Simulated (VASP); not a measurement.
# InSb (P4/mmm) in VASP: notebook, part 2 of 2

VASP 6.6.1. The steps go on from the part before.

## (4) Single point, PBE (strained)

File INCAR:

```
  ALGO = Normal
  EDIFF = 1E-6
  ENCUT = 520
  GGA = PE
  ISIF = 2
  ISMEAR = 0
  LASPH = T
  LCHARG = F
  LREAL = F
  LWAVE = F
  NBANDS = 16
  NELM = 100
  PREC = Accurate
  SIGMA = 0.1
```

File KPOINTS:

```
k-points
0
Gamma
  14 14 8
```

File POSCAR:

```
InSb
1.0
    3.2476257739      0.0000000000      0.0000000000
    0.0000000000      3.2476257739      0.0000000000
    0.0000000000      0.0000000000      6.3743995679
In Sb
1 1
Direct
    0.0000000000      0.0000000000      0.0000000000
    0.0000000000      0.0000000000      0.5000000000
```

Potentials or basis: VASP PAW PBE potentials, release 64 (In_d, Sb).

Started as:

```
$ cat potpaw_PBE.64/In_d/POTCAR potpaw_PBE.64/Sb/POTCAR > POTCAR
$ mpirun -np 1 vasp_std > vasp.out
```

OUTCAR:

```text
EDIFF = 1E-6
   ENCUT = 520
   GGA = PE
   ISIF = 2
   ISMEAR = 0
   LASPH = T
   LREAL = F
   NELM = 100
   PREC = Accurate

 ion  position               nearest neighbor table
   1  0.000  0.000  0.000-   2 3.19   2 3.19
   2  0.000  0.000  0.500-   1 3.19   1 3.19

  LATTYP: Found a simple tetragonal cell.
 ALAT       =     3.2476257739
 C/A-ratio  =     1.9627875906

  Lattice vectors:

 A1 = (   3.2476257739,   0.0000000000,   0.0000000000)
 A2 = (   0.0000000000,   3.2476257739,   0.0000000000)
 A3 = (   0.0000000000,   0.0000000000,   6.3743995679)

Analysis of symmetry for initial positions (statically):
=====================================================================
 Subroutine PRICEL returns:
 Original cell was already a primitive cell.

 Routine SETGRP: Setting up the symmetry group for a
 simple tetragonal supercell.

 Subroutine GETGRP returns: Found 16 space group operations
 (whereof 16 operations were pure point group operations)
 out of a pool of 16 trial point group operations.

The static configuration has the point symmetry D_4h.

Analysis of symmetry for dynamics (positions and initial velocities):
=====================================================================
 Subroutine PRICEL returns:
 Original cell was already a primitive cell.

 Routine SETGRP: Setting up the symmetry group for a
 simple tetragonal supercell.

 Subroutine GETGRP returns: Found 16 space group operations
 (whereof 16 operations were pure point group operations)
 out of a pool of 16 trial point group operations.

The dynamic configuration has the point symmetry D_4h.

 Subroutine INISYM returns: Found 16 space group operations
 (whereof 16 operations are pure point group operations),
 and found     1 'primitive' translations

----------------------------------------------------------------------------------------
[... 110 lines left out ...]
   IALGO  =     38    algorithm
   IMIX   =      4    mixing-type and parameters
     AMIX     =   0.40;   BMIX     =  1.00
     AMIX_MAG =   1.60;   BMIX_MAG =  1.00
  volume/ion in A,a.u.               =      33.62       226.85
  Fermi-wavevector in a.u.,A,eV,Ry     =   1.055136  1.993919 15.147539  1.113313
  Thomas-Fermi vector in A             =   2.190323
   LORBIT       =      0    0 simple, 1 ext, 2 COOP (PROOUT), +10 PAW based schemes
   GGA     = PE    functional components
   LHFCALC =     F    Hartree Fock is set to
   AEXX    =    0.0000 exact exchange contribution
   IVDW    =     0    specifies the selected vdW correction
   LEPSILON=     F    determine dielectric tensor
   LRPA    =     F    only Hartree local field effects (RPA)
 non-spin polarized calculation
 Gauss-broadening in eV      SIGMA  =   0.10
  energy-cutoff  :      520.00
  volume of cell :       67.23
 maximum number of plane-waves:      1838
   NGX = 13   NGY = 13   NGZ = 23

 number of electron      17.9999995 magnetization

 Free energy of the ion-electron system (eV)
  ---------------------------------------------------
  ext. energy  EPLUGINS =         0.00000000
  ---------------------------------------------------
  free energy    TOTEN  =        -6.45548109 eV

  energy without entropy =       -6.44783085  energy(sigma->0) =       -6.45165597

 E-fermi :   5.2478     XC(G=0):  -9.0756

 val. band max:        5.2457254934   @ k =   0.2857   0.2143   0.3750
 cond. band min:       5.2777253930   @ k =   0.2143   0.1429   0.2500
 fundamental gap:      0.0319998996
 Fermi energy:         5.2478123791

 k-point     1 :       0.0000    0.0000    0.0000
  band No.  band energies     occupation
      1      -9.4926      2.00000
      2      -9.3232      2.00000
      3      -9.0988      2.00000
      4      -9.0988      2.00000
      5      -9.0602      2.00000
      6      -5.4445      2.00000
[... 433 lines left out ...]
      3      -9.2107      2.00000
      4      -9.1435      2.00000
      5      -9.1147      2.00000
      6      -3.4272      2.00000
[... 8 lines left out ...]
     15      12.8149      0.00000
     16      13.6954      0.00000

 [... further k-points ...]

------------------------ aborting loop because EDIFF is reached ----------------------------------------

  FORCE on cell =-STRESS in cart. coord.  units (eV):
  Direction    XX          YY          ZZ          XY          YZ          ZX
  --------------------------------------------------------------------------------------
  -------------------------------------------------------------------------------------
  Total       -1.8453472     -1.8453472     -1.2026761      0.0000000      0.0000000     -0.0000000
  in kB      -43.9761719    -43.9761719    -28.6607804      0.0000000      0.0000000     -0.0000000
  external PRESSURE =     -38.8710414 kB  Pullay stress =       0.0000000 kB

 VOLUME and BASIS-vectors are now :
 -----------------------------------------------------------------------------
  energy-cutoff  :      520.00
  volume of cell :       67.23
      direct lattice vectors                 reciprocal lattice vectors
     3.247625774  0.000000000  0.000000000     0.307917251  0.000000000  0.000000000
     0.000000000  3.247625774  0.000000000     0.000000000  0.307917251  0.000000000
     0.000000000  0.000000000  6.374399568     0.000000000  0.000000000  0.156877521

 POSITION                                       TOTAL-FORCE (eV/Angst)
 -----------------------------------------------------------------------------------
      0.00000      0.00000      0.00000         0.000000      0.000000      0.000000
      0.00000      0.00000      3.18720         0.000000      0.000000      0.000000
 -----------------------------------------------------------------------------------
    total drift:                                0.000000     -0.000000     -0.000000

  FREE ENERGIE OF THE ION-ELECTRON SYSTEM (eV)
  ---------------------------------------------------
  free  energy   TOTEN  =        -6.4554810917 eV

  energy  without entropy=       -6.4478308463  energy(sigma->0) =       -6.45165597
```

stdout:

```text
POSCAR found type information on POSCAR InSb
 POSCAR found :  2 types and       2 ions
 scaLAPACK will be used
 LDA part: xc-table for (Slater+PW92), standard interpolation
 POSCAR, INCAR and KPOINTS ok, starting setup
 FFT: planning ... GRIDC
 FFT: planning ... GRID_SOFT
 FFT: planning ... GRID
 WAVECAR not read
 entering main loop
```

Run time: 40 s. Hardware: 1 thread of Intel Xeon Platinum 8559C (Emerald Rapids), shared host; peak memory 0.32 GiB.

Results:

* Free energy: -6.4555 eV
* Pressure: -3.9 GPa
* Band gap on the k mesh: zero (bands 9 and 10 overlap by 4.78 eV)

Levels at points of the mesh, in eV from the Fermi level:
| k point | band 5 | band 6 | band 7 | band 8 | band 9 | band 10 | band 11 | band 12 | band 13 | band 14 |
| --- | --- | --- | --- | --- | --- | --- | --- | --- | --- | --- |
| (0.00, 0.00, 0.00) | -14.31 | -10.69 | -6.27 | -3.86 | 3.52 | 3.52 | 5.16 | 7.39 | 7.80 | 7.80 |
| (0.50, 0.00, 0.00) | -14.32 | -8.65 | -4.18 | -3.44 | -1.97 | -1.12 | 3.26 | 5.14 | 7.27 | 9.85 |
| (0.50, 0.50, 0.00) | -14.18 | -6.53 | -2.41 | -2.41 | -0.34 | -0.21 | 1.02 | 1.02 | 3.06 | 5.78 |
| (0.00, 0.00, 0.50) | -14.31 | -10.58 | -7.34 | -0.58 | 0.58 | 3.67 | 3.67 | 7.15 | 7.15 | 7.50 |
| (0.50, 0.00, 0.50) | -14.31 | -8.59 | -4.68 | -3.91 | -1.89 | 1.45 | 2.93 | 5.27 | 5.97 | 6.57 |
| (0.50, 0.50, 0.50) | -14.18 | -6.51 | -2.21 | -2.21 | -2.03 | 0.38 | 0.38 | 3.45 | 3.70 | 4.57 |

Caveat: the cell differs from its parent crystal (strained); the cell stands under tension; spin-orbit coupling is left out, which moves the levels of the heavy elements.

## (5) Single point, PBE (strained)

File INCAR:

```
SYSTEM = InSb
PREC = Accurate
ENCUT = 520
EDIFF = 1E-6
ISMEAR = 0
SIGMA = 0.1
LREAL = .FALSE.
LASPH = .TRUE.
NELM = 80
ALGO = Normal
ISIF = 2
LWAVE = .FALSE.
LCHARG = .FALSE.
GGA = PE
NBANDS = 16
```

File KPOINTS:

```
Automatic mesh
0
G
  14 14 8
  0 0 0
```

File POSCAR:

```
InSb
1.0
    3.2099367379      0.0000000000      0.0000000000
    0.0000000000      3.2099367379      0.0000000000
    0.0000000000      0.0000000000      6.3914921104
In Sb
1 1
Direct
    0.0000000000      0.0000000000      0.0000000000
    0.0000000000      0.0000000000      0.5000000000
```

Potentials or basis: VASP PAW PBE potentials, release 64 (In_d, Sb).

Started as:

```
$ cat potpaw_PBE.64/In_d/POTCAR potpaw_PBE.64/Sb/POTCAR > POTCAR
$ mpirun -np 1 vasp_std > vasp.out
```

OUTCAR:

```text
SYSTEM = InSb
   PREC = Accurate
   ENCUT = 520
   EDIFF = 1E-6
   ISMEAR = 0
   LREAL = .FALSE.
   LASPH = .TRUE.
   NELM = 80
   ISIF = 2
   GGA = PE

 ion  position               nearest neighbor table
   1  0.000  0.000  0.000-   2 3.20   2 3.20
   2  0.000  0.000  0.500-   1 3.20   1 3.20

  LATTYP: Found a simple tetragonal cell.
 ALAT       =     3.2099367379
 C/A-ratio  =     1.9911582789

  Lattice vectors:

 A1 = (   3.2099367379,   0.0000000000,   0.0000000000)
[... 644 lines left out ...]

  FORCE on cell =-STRESS in cart. coord.  units (eV):
  Direction    XX          YY          ZZ          XY          YZ          ZX
  --------------------------------------------------------------------------------------
  -------------------------------------------------------------------------------------
  Total       -1.5463250     -1.5463250     -1.1280387      0.0000000      0.0000000      0.0000000
  in kB      -37.6197725    -37.6197725    -27.4434929      0.0000000      0.0000000      0.0000000
  external PRESSURE =     -34.2276793 kB  Pullay stress =       0.0000000 kB

 VOLUME and BASIS-vectors are now :
 -----------------------------------------------------------------------------
  energy-cutoff  :      520.00
  volume of cell :       65.86
      direct lattice vectors                 reciprocal lattice vectors
     3.209936738  0.000000000  0.000000000     0.311532619  0.000000000  0.000000000
     0.000000000  3.209936738  0.000000000     0.000000000  0.311532619  0.000000000
     0.000000000  0.000000000  6.391492110     0.000000000  0.000000000  0.156457989

 POSITION                                       TOTAL-FORCE (eV/Angst)
 -----------------------------------------------------------------------------------
      0.00000      0.00000      0.00000         0.000000      0.000000      0.000000
      0.00000      0.00000      3.19575         0.000000      0.000000      0.000000
 -----------------------------------------------------------------------------------
    total drift:                                0.000000     -0.000000     -0.000000

  FREE ENERGIE OF THE ION-ELECTRON SYSTEM (eV)
  ---------------------------------------------------
  free  energy   TOTEN  =        -6.4918262465 eV

  energy  without entropy=       -6.4850577302  energy(sigma->0) =       -6.48844199
```

OSZICAR:

```text
N       E                     dE             d eps       ncg     rms          rms(c)
DAV:   1     0.108955095005E+03    0.10896E+03   -0.79103E+03  5776   0.113E+03
DAV:   2     0.365812336143E+00   -0.10859E+03   -0.10519E+03  6600   0.281E+02
DAV:   3    -0.632167103029E+01   -0.66875E+01   -0.66408E+01  7368   0.692E+01
DAV:   4    -0.649920894059E+01   -0.17754E+00   -0.17748E+00  7392   0.128E+01
DAV:   5    -0.650768740684E+01   -0.84785E-02   -0.84783E-02  8376   0.229E+00    0.239E+00
DAV:   6    -0.649095585739E+01    0.16732E-01   -0.48212E-02  7608   0.307E+00    0.135E+00
DAV:   7    -0.649120806342E+01   -0.25221E-03   -0.14429E-02  7112   0.128E+00    0.322E-01
DAV:   8    -0.649167886696E+01   -0.47080E-03   -0.88185E-04  7360   0.241E-01    0.946E-02
DAV:   9    -0.649180527972E+01   -0.12641E-03   -0.18602E-04  7384   0.169E-01    0.244E-02
DAV:  10    -0.649182561369E+01   -0.20334E-04   -0.18259E-05  7216   0.298E-02    0.643E-03
DAV:  11    -0.649182624655E+01   -0.63286E-06   -0.22870E-06  7416   0.176E-02
   1 F= -.64918262E+01 E0= -.64884420E+01  d E =-.676852E-02
```

Run time: 2.1 min. Hardware: 1 thread of Intel Xeon 8259CL, shared host; peak memory 0.32 GiB.

Results:

```
Free energy            : -6.4918 eV
Pressure               : -3.4 GPa
Band gap on the k mesh : zero (bands 9 and 10 overlap by 5.06 eV)
```

Caveat: the cell differs from its parent crystal (strained); the cell stands under tension; spin-orbit coupling is left out, which moves the levels of the heavy elements.

## (6) Summary

| cell | gap on the mesh (eV) | pressure (GPa) |
| --- | --- | --- |
| a = 3.107, b = 3.107, c = 6.184 Å, 2 atoms | none | -0.2 |
| a = 3.146, b = 3.146, c = 6.169 Å, 2 atoms | none | -1.1 |
| a = 3.248, b = 3.248, c = 6.374 Å, 2 atoms | none | -3.9 |
| a = 3.210, b = 3.210, c = 6.391 Å, 2 atoms | none | -3.4 |

Alike in all rows: task single point; level PBE; potentials or basis VASP PAW PBE potentials, release 64 (In_d, Sb); no spin polarisation; k mesh 14 × 14 × 8; cutoff (eV) 520; smearing gaussian 0.1 eV.

Caveats: spin-orbit coupling is left out, which moves the levels of the heavy elements; the cell stands under tension (at least some runs).

Absolute energies hang on the potentials; compare differences alone.
